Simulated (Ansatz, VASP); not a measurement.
Sr in VASP and in Ansatz

```xyz
1
Lattice="-2.4516 2.4516 2.4516 2.4516 -2.4516 2.4516 2.4516 2.4516 -2.4516" Properties=species:S:1:pos:R:3 pbc="T T T"
Sr    0.0000    0.0000    0.0000
```

Alike in both runs: task single point; functional r2SCAN; k mesh 12 × 12 × 12; occupations gaussian, width 0.1 eV; no spin polarisation.

|  | VASP | Ansatz |
| --- | --- | --- |
| version | VASP 6.6.1 | Ansatz 0.2.0 |
| potentials or method | VASP PAW PBE potentials, release 64 (Sr_sv), cutoff 520 eV | scalar-relativistic, plane waves, PAW |
| valence electrons in the cell | 10 | 10 |

|  | VASP | Ansatz | Ansatz less VASP |
| --- | --- | --- | --- |
| gap on the k mesh at the Fermi level (eV) | none | none | - |
| pressure (GPa) | -0.5 | -0.5 | 0.00 |

VASP's potentials were made for PBE, not for r2SCAN. A gap of «none» marks a metal or a gap that the smearing closes. The functional is the same, so the differences come from potentials, cutoffs and numerics.
